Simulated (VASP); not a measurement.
Runs of VASP 6.6.1 on Tb. The structure is that of space group P6_3/mmc (No. 194), or close to it. The cells are those of the table. 

| level | U | cell | k mesh | cutoff (eV) | gap on the mesh (eV) | pressure (GPa) | moment (μB) |
| --- | --- | --- | --- | --- | --- | --- | --- |
| PBE | - | a = 3.552, b = 3.552, c = 5.617 Å, angles 90.0, 90.0, 120.0°, 2 atoms | 9 × 9 × 5 | 520 | none | 1.6 | 11.97 |
| PBE | - | a = 3.625, b = 3.625, c = 5.731 Å, angles 90.0, 90.0, 120.0°, 2 atoms | 9 × 9 × 5 | 520 | none | (a) | 11.97 |
| PBE | - | a = 3.601, b = 3.601, c = 5.694 Å, angles 90.0, 90.0, 120.0°, 2 atoms | 9 × 9 × 5 | 520 | none | 0.2 | 12.14 |
| PBE | - | a = 3.527, b = 3.527, c = 5.577 Å, angles 90.0, 90.0, 120.0°, 2 atoms | 9 × 9 × 5 | 520 | none | 2.1 | 11.96 |
| PBE+U | Tb f U = 6.0 eV | a = 3.601, b = 3.601, c = 5.694 Å, angles 90.0, 90.0, 120.0°, 2 atoms | 7 × 7 × 4 | 520 | none | (c) | (b) |
| PBE | - | a = 3.593, b = 3.593, c = 5.771 Å, angles 90.0, 90.0, 120.0°, 2 atoms | 9 × 9 × 5 | 600 | none | 0.2 | 12.00 |

Alike in all rows: task single point; potentials or basis VASP PAW PBE potentials, release 64 (Tb); spin collinear, ferromagnetic start; smearing fermi-dirac 0.05 eV.

Question: Fill in the values left out.

Answer: (a) 0.6; (b) 4.92; (c) 3.2.

Caveats: the magnetic or orbital state may not be the lowest; spin-orbit coupling is left out, which moves the levels of the heavy elements; semilocal functionals describe open f shells poorly, which spoils levels, moments and volumes (at least some runs); the cell stands under pressure (at least some runs).

A k mesh can miss the band edges, and the runs leave out spin-orbit coupling on Tb.

A gap of «none» marks levels without a gap at the run's occupations.
